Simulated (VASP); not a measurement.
Set up this calculation in VASP 6.6.1, as the native input.

| Property | Result |
| --- | --- |
| Task | single point |
| Functional | r2SCAN |
| Potentials or basis | VASP PAW PBE potentials, release 64 (Al, Ru_pv) |
| Cutoff | 520 eV |
| k mesh | 14 × 14 × 14 |
| Occupations | gaussian, width 0.1 eV |
| Spin | no spin polarisation |
| Dipole correction | no |
| Further INCAR settings | ALGO = Normal; EDIFF = 1e-06; NBANDS = 16 |

Crystal: AlRu.

```xyz
2
Lattice="2.9826 0.0000 0.0000 0.0000 2.9826 0.0000 0.0000 0.0000 2.9826" Properties=species:S:1:pos:R:3 pbc="T T T"
Al    0.0000    0.0000    0.0000
Ru    1.4913    1.4913    1.4913
```

These files were run (other wordings do the same):

POSCAR

```
AlRu
1.0
    2.9826244067      0.0000000000      0.0000000000
    0.0000000000      2.9826244067      0.0000000000
    0.0000000000      0.0000000000      2.9826244067
Al Ru
1 1
Direct
    0.0000000000      0.0000000000      0.0000000000
    0.5000000000      0.5000000000      0.5000000000
```

INCAR.step1

```
  PREC = Accurate
  ENCUT = 520
  ISMEAR = 0
  SIGMA = 0.1
  LREAL = F
  LASPH = T
  NELM = 60
  NBANDS = 16
  GGA = PE
  ALGO = Normal
  EDIFF = 1E-4
  LWAVE = T
  LCHARG = F
```

INCAR.step2

```
  PREC = Accurate
  ENCUT = 520
  EDIFF = 1E-6
  ISMEAR = 0
  SIGMA = 0.1
  LREAL = F
  LASPH = T
  NELM = 60
  ALGO = Normal
  ISIF = 2
  LWAVE = F
  LCHARG = T
  METAGGA = R2SCAN
  LMIXTAU = T
  LELF = T
  LVHAR = T
  NBANDS = 16
  ISTART = 1
```

KPOINTS

```
Automatic mesh
0
Gamma
  14 14 14
```

Potentials or basis: VASP PAW PBE potentials, release 64 (Al, Ru_pv).

The run is started by

```sh
$ cat potpaw_PBE.64/Al/POTCAR potpaw_PBE.64/Ru_pv/POTCAR > POTCAR
$ cp INCAR.step1 INCAR
$ mpirun -np 1 vasp_std > vasp.out
$ cp INCAR.step2 INCAR
$ mpirun -np 1 vasp_std > vasp.out
```

Results of the run:

```yaml
Pressure: 0.1 GPa
Band_gap_on_the_k_mesh: zero (an odd number of electrons rules out a gap without spin polarisation)
```

Caveat: the PAW data sets were made with another functional, which shifts forces and pressure a little.

It took 2.3 min on 1 thread of Intel Xeon 8259CL (shared host), peak memory 0.18 GiB.
